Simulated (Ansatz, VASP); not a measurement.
**CsBr: VASP beside Ansatz**

```
Cs Br
1.0
     4.31960    0.00000    0.00000
     0.00000    4.31960    0.00000
     0.00000    0.00000    4.31960
Cs Br
1 1
Direct
  0.00000 0.00000 0.00000
  0.50000 0.50000 0.50000
```

Alike in both runs: task single point; functional PBE; k mesh 4 × 4 × 4; no spin polarisation.

|  | VASP | Ansatz |
| --- | --- | --- |
| version | VASP 6.6.1 | Ansatz 0.2.0 |
| potentials or method | VASP PAW PBE potentials, release 64 (Cs_sv, Br) | plane waves |
| plane-wave cutoff (eV) | 500 | 420 |
| occupations | gaussian, width 0.01 eV | fixed |
| valence electrons in the cell | 16 | 16 |

VASP gave:

| Property | Result |
| --- | --- |
| gap on the k mesh at the Fermi level (eV) | 4.42 |
| pressure (GPa) | 0.7 |

Task: Which values does Ansatz return?

Result: gap on the k mesh at the Fermi level (eV): 4.44; pressure (GPa): 0.7.

Neither program's run includes spin-orbit coupling.
